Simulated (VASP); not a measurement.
# Fe2O3 (R-3c) in VASP: single point with PBE

Aim: the single point of Fe2O3 with PBE.

All numbers are computed with VASP 6.6.1; they aren't measurements. Logs are shortened: lines on timing, memory, paths and dates and some standing lists are left out, and cuts for length are marked.

### Step 1. The cell of the first run

Symmetry: R-3c, No. 167, trigonal system. Conventional cell: a = 4.563 Å, b = 4.563 Å, c = 12.809 Å, α = 90.00°, β = 90.00°, γ = 120.00°. Fe (site symmetry 3) has 6 O at 1.81 to 1.89 Å and 1 Fe at 2.43 Å within 2.5 Å. O (site symmetry 2) has 4 Fe at 1.81 to 1.89 Å within 2.4 Å.

### Step 2. Single point, PBE, collinear spin, ferromagnetic start (7.70 Å³/atom)

Contents of INCAR:

```
SYSTEM = Fe2O3
ALGO = Fast
EDIFF = 1E-6
ENCUT = 520
GGA = PE
ISIF = 2
ISMEAR = 0
ISPIN = 2
LASPH = .TRUE.
LCHARG = .FALSE.
LMAXMIX = 4
LORBIT = 11
LREAL = .FALSE.
LWAVE = .FALSE.
MAGMOM = 0.95 0.95 0.95 0.95 0 0 0 0 0 0
NBANDS = 49
NELM = 150
PREC = Accurate
SIGMA = 0.1
```

Contents of KPOINTS:

```
k-points
0
G
  9 9 9
  0 0 0
```

Contents of POSCAR:

```
Fe2O3
1.0
    2.2817376154      1.3173618265      4.2697810691
   -2.2817376154      1.3173618265      4.2697810691
    0.0000000000     -2.6347236530      4.2697810691
Fe O
4 6
Direct
    0.3449158653      0.3449158653      0.3449158653
    0.1550841347      0.1550841347      0.1550841347
    0.6550841347      0.6550841347      0.6550841347
    0.8449158653      0.8449158653      0.8449158653
    0.5678290462      0.9321709538      0.2500000000
    0.2500000000      0.5678290462      0.9321709538
    0.9321709538      0.2500000000      0.5678290462
    0.4321709538      0.0678290462      0.7500000000
    0.7500000000      0.4321709538      0.0678290462
    0.0678290462      0.7500000000      0.4321709538
```

Potentials or basis: VASP PAW PBE potentials, release 64 (Fe, O).

The run is started by

```bash
> cat potpaw_PBE.64/Fe/POTCAR potpaw_PBE.64/O/POTCAR > POTCAR
> mpirun -np 1 vasp_std > vasp.out
```

OUTCAR:

```text
SYSTEM = Fe2O3
   EDIFF = 1E-6
   ENCUT = 520
   GGA = PE
   ISIF = 2
   ISMEAR = 0
   ISPIN = 2
   LASPH = .TRUE.
   LORBIT = 11
   LREAL = .FALSE.
   NELM = 150
   PREC = Accurate

 ion  position               nearest neighbor table
   1  0.345  0.345  0.345-  10 1.81   8 1.81   9 1.81   5 1.89   7 1.89   6 1.89   2 2.43   3 2.65
                             3 2.65   3 2.65
   2  0.155  0.155  0.155-   9 1.81   8 1.81  10 1.81   5 1.89   6 1.89   7 1.89   1 2.43   4 2.65
                             4 2.65   4 2.65
   3  0.655  0.655  0.655-   7 1.81   5 1.81   6 1.81   8 1.89  10 1.89   9 1.89   4 2.43   1 2.65
                             1 2.65   1 2.65
   4  0.845  0.845  0.845-   6 1.81   5 1.81   7 1.81   8 1.89   9 1.89  10 1.89   3 2.43   2 2.65
                             2 2.65   2 2.65
   5  0.568  0.932  0.250-   3 1.81   4 1.81   1 1.89   2 1.89
   6  0.250  0.568  0.932-   4 1.81   3 1.81   2 1.89   1 1.89
   7  0.932  0.250  0.568-   3 1.81   4 1.81   1 1.89   2 1.89
   8  0.432  0.068  0.750-   1 1.81   2 1.81   3 1.89   4 1.89
   9  0.750  0.432  0.068-   2 1.81   1 1.81   4 1.89   3 1.89
  10  0.068  0.750  0.432-   1 1.81   2 1.81   3 1.89   4 1.89

  LATTYP: Found a trigonal (rhomboedric) cell.
 ALAT       =     5.0172501538
 COS(alpha) =     0.5863529897

  Lattice vectors:

 A1 = (   2.2817376154,   1.3173618265,   4.2697810691)
 A2 = (  -2.2817376154,   1.3173618265,   4.2697810691)
 A3 = (   0.0000000000,  -2.6347236530,   4.2697810691)

Analysis of symmetry for initial positions (statically):
=====================================================================
 Subroutine PRICEL returns:
 Original cell was already a primitive cell.

 Routine SETGRP: Setting up the symmetry group for a
 trigonal (rhombohedral) supercell.

 Subroutine GETGRP returns: Found 12 space group operations
 (whereof  6 operations were pure point group operations)
 out of a pool of 12 trial point group operations.

The static configuration has the point symmetry S_6 .
 The point group associated with its full space group is D_3d.

Analysis of symmetry for dynamics (positions and initial velocities):
=====================================================================
 Subroutine PRICEL returns:
 Original cell was already a primitive cell.

 Routine SETGRP: Setting up the symmetry group for a
 trigonal (rhombohedral) supercell.

 Subroutine GETGRP returns: Found 12 space group operations
 (whereof  6 operations were pure point group operations)
 out of a pool of 12 trial point group operations.

The dynamic configuration has the point symmetry S_6 .
 The point group associated with its full space group is D_3d.

Analysis of structural, dynamic, and magnetic symmetry:
=====================================================================
 Subroutine PRICEL returns:
 Original cell was already a primitive cell.

 Routine SETGRP: Setting up the symmetry group for a
 trigonal (rhombohedral) supercell.

 Subroutine GETGRP returns: Found 12 space group operations
 (whereof  6 operations were pure point group operations)
 out of a pool of 12 trial point group operations.

The overall configuration has the point symmetry S_6 .
 The point group associated with its full space group is D_3d.

 Subroutine INISYM returns: Found 12 space group operations
 (whereof  6 operations are pure point group operations),
 and found     1 'primitive' translations

----------------------------------------------------------------------------------------

                                     Primitive cell

  volume of cell :      77.0065

  direct lattice vectors                    reciprocal lattice vectors
     2.281737615  1.317361826  4.269781069     0.219131243  0.126515482  0.078068015
    -2.281737615  1.317361826  4.269781069    -0.219131243  0.126515482  0.078068015
     0.000000000 -2.634723653  4.269781069     0.000000000 -0.253030964  0.078068015

  length of vectors
     5.017250154  5.017250154  5.017250154     0.264800461  0.264800461  0.264800461

  position of ions in fractional coordinates (direct lattice)
     0.344915865  0.344915865  0.344915865
     0.155084135  0.155084135  0.155084135
     0.655084135  0.655084135  0.655084135
     0.844915865  0.844915865  0.844915865
     0.567829046  0.932170954  0.250000000
     0.250000000  0.567829046  0.932170954
     0.932170954  0.250000000  0.567829046
     0.432170954  0.067829046  0.750000000
     0.750000000  0.432170954  0.067829046
[... 84 lines left out ...]
   ENCUT  =  520.0 eV  38.22 Ry    6.18 a.u.   9.33  9.33  9.33*2*pi/ulx,y,z
   NELM   =    150;   NELMIN=  2; NELMDL= -5     # of ELM steps
   EDIFF  = 0.1E-05   stopping-criterion for ELM
   LREAL  =      F    real-space projection
   EDIFFG = 0.1E-04   stopping-criterion for IOM
   NSW    =      0    number of steps for IOM
   IBRION =     -1    ionic relax: 0-MD 1-quasi-New 2-CG
   NFREE  =      0    steps in history (QN), initial steepest desc. (CG)
   ISIF   =      2    stress and relaxation
   ISYM   =      2    0-nonsym 1-usesym 2-fastsym
   POTIM  = 0.5000    time-step for ionic-motion
   TEBEG  =    0.0;   TEEND  =   0.0 temperature during run
   PSTRESS=    0.0 pullay stress
   NELECT =      68.0000    total number of electrons
   NUPDOWN=      -1.0000    fix difference up-down
   EMIN   =  10.00;   EMAX   =-10.00  energy-range for DOS
   EFERMI =   0.00;   METHOD = LEGACY
   ISMEAR =     0;   SIGMA  =   0.10  broadening in eV -4-tet -1-fermi 0-gaus
   EFERMI_NEDOS =   21; number of points for ismear=-14 and -15
   IALGO  =     68    algorithm
   IMIX   =      4    mixing-type and parameters
     AMIX     =   0.40;   BMIX     =  1.00
     AMIX_MAG =   1.60;   BMIX_MAG =  1.00
  volume/ion in A,a.u.               =       7.70        51.97
  Fermi-wavevector in a.u.,A,eV,Ry     =   1.570611  2.968024 33.563102  2.466818
  Thomas-Fermi vector in A             =   2.672318
   LORBIT       =     11    0 simple, 1 ext, 2 COOP (PROOUT), +10 PAW based schemes
   GGA     = PE    functional components
   LHFCALC =     F    Hartree Fock is set to
   AEXX    =    0.0000 exact exchange contribution
   IVDW    =     0    specifies the selected vdW correction
   LEPSILON=     F    determine dielectric tensor
   LRPA    =     F    only Hartree local field effects (RPA)
 spin polarized calculation
 RMM-DIIS sequential band-by-band and
 Gauss-broadening in eV      SIGMA  =   0.10
  energy-cutoff  :      520.00
  volume of cell :       77.01
 maximum number of plane-waves:      2109
 NGX is ok and might be reduce to    40
   NGX = 19   NGY = 19   NGZ = 19

 number of electron      67.9999991 magnetization       4.0001194

 Free energy of the ion-electron system (eV)
  ---------------------------------------------------
  ext. energy  EPLUGINS =         0.00000000
  ---------------------------------------------------
  free energy    TOTEN  =       -73.18941040 eV

  energy without entropy =      -73.14692761  energy(sigma->0) =      -73.16816900

 E-fermi :   7.2685     XC(G=0): -13.1906

 val. band max:        7.2670652622   @ k =  -0.2222  -0.3333   0.1111
 cond. band min:       7.2691919610   @ k =  -0.3333   0.3333   0.2222
 fundamental gap:      0.0021266989
 Fermi energy:         7.2684896943

 spin component 1

 k-point     1 :       0.0000    0.0000    0.0000
  band No.  band energies     occupation
      1     -15.1256      1.00000
      2     -12.8435      1.00000
      3     -12.8435      1.00000
      4     -12.7576      1.00000
      5     -12.5427      1.00000
      6     -12.5427      1.00000
[... 1165 lines left out ...]
     45      17.1482      0.00000
     46      18.1654      0.00000

 [... further k-points ...]

 spin component 2

 k-point     1 :       0.0000    0.0000    0.0000
  band No.  band energies     occupation
      1     -15.0321      1.00000
      2     -12.7425      1.00000
      3     -12.7425      1.00000
      4     -12.6622      1.00000
      5     -12.4443      1.00000
      6     -12.4443      1.00000
[... 1165 lines left out ...]
     45      17.2843      0.00000
     46      18.2831      0.00000

 [... further k-points ...]

 [bands above 46 left out]

------------------------ aborting loop because EDIFF is reached ----------------------------------------

  FORCE on cell =-STRESS in cart. coord.  units (eV):
  Direction    XX          YY          ZZ          XY          YZ          ZX
  --------------------------------------------------------------------------------------
  -------------------------------------------------------------------------------------
  Total       22.7647048     22.7647048     22.7736977      0.0000000      0.0000000      0.0000000
  in kB      473.6362908    473.6362908    473.8233947      0.0000000      0.0000000      0.0000000
  external PRESSURE =     473.6986588 kB  Pullay stress =       0.0000000 kB

 VOLUME and BASIS-vectors are now :
 -----------------------------------------------------------------------------
  energy-cutoff  :      520.00
  volume of cell :       77.01
      direct lattice vectors                 reciprocal lattice vectors
     2.281737615  1.317361826  4.269781069     0.219131243  0.126515482  0.078068015
    -2.281737615  1.317361826  4.269781069    -0.219131243  0.126515482  0.078068015
     0.000000000 -2.634723653  4.269781069     0.000000000 -0.253030964  0.078068015

 POSITION                                       TOTAL-FORCE (eV/Angst)
 -----------------------------------------------------------------------------------
      0.00000      0.00000      4.41815         0.000000     -0.000000      0.041923
      0.00000      0.00000      1.98653         0.000000     -0.000000     -0.041923
      0.00000      0.00000      8.39120         0.000000     -0.000000     -0.041923
      0.00000      0.00000     10.82282         0.000000     -0.000000      0.041923
     -0.83133      1.31736      7.47212         0.035232     -0.000000     -0.000000
     -0.72520     -1.37864      7.47212        -0.017616      0.030512     -0.000000
      1.55654      0.06127      7.47212        -0.017616     -0.030512     -0.000000
      0.83133     -1.31736      5.33723        -0.035232     -0.000000     -0.000000
      0.72520      1.37864      5.33723         0.017616     -0.030512     -0.000000
     -1.55654     -0.06127      5.33723         0.017616      0.030512     -0.000000
 -----------------------------------------------------------------------------------
    total drift:                               -0.000000     -0.000000     -0.000000

  FREE ENERGIE OF THE ION-ELECTRON SYSTEM (eV)
  ---------------------------------------------------
  free  energy   TOTEN  =       -73.1894103981 eV

  energy  without entropy=      -73.1469276095  energy(sigma->0) =      -73.16816900

 total charge

# of ion       s       p       d       tot
------------------------------------------
    1        0.484   0.837   6.506   7.827
    2        0.484   0.837   6.506   7.827
    3        0.484   0.837   6.506   7.827
    4        0.484   0.837   6.506   7.827
    5        1.566   3.533   0.000   5.099
    6        1.566   3.533   0.000   5.099
    7        1.566   3.533   0.000   5.099
    8        1.566   3.533   0.000   5.099
    9        1.566   3.533   0.000   5.099
   10        1.566   3.533   0.000   5.099
--------------------------------------------------
tot         11.329  24.549  26.024  61.901

 magnetization (x)

# of ion       s       p       d       tot
------------------------------------------
    1        0.006   0.011   0.896   0.913
    2        0.006   0.011   0.896   0.913
    3        0.006   0.011   0.896   0.913
    4        0.006   0.011   0.896   0.913
    5        0.000   0.046   0.000   0.046
    6        0.000   0.046   0.000   0.046
    7        0.000   0.046   0.000   0.046
    8        0.000   0.046   0.000   0.046
    9        0.000   0.046   0.000   0.046
   10        0.000   0.046   0.000   0.046
--------------------------------------------------
tot          0.027   0.320   3.586   3.933
```

It took 27 min on 1 thread of Oxide Virtual Turin-like, shared host; peak memory 0.55 GiB.

What came out:

- Free energy: -73.1894 eV
- Pressure: 47.4 GPa
- Largest force: 0.042 eV/Å
- Band gap on the k mesh: zero (filled and empty bands overlap)
- Net moment: 4.00 μB per cell
- Site moments: Fe +0.91; O +0.05 μB
- Valence electrons inside the program's atomic spheres: Fe 7.83; O 5.10

Forces in eV/Å, atoms in the order of the input:
```
Fe   0.000  0.000  0.042
Fe   0.000  0.000 -0.042
Fe   0.000  0.000 -0.042
Fe   0.000  0.000  0.042
O    0.035  0.000  0.000
O   -0.018  0.031  0.000
O   -0.018 -0.031  0.000
O   -0.035  0.000  0.000
O    0.018 -0.031  0.000
O    0.018  0.031  0.000
```

Caveat: the cell stands under pressure; semilocal functionals often make such compounds metallic where correlation or magnetic order opens a gap, which also shifts bond lengths; the run started ferromagnetic, and an antiferromagnetic order may lie lower in energy.
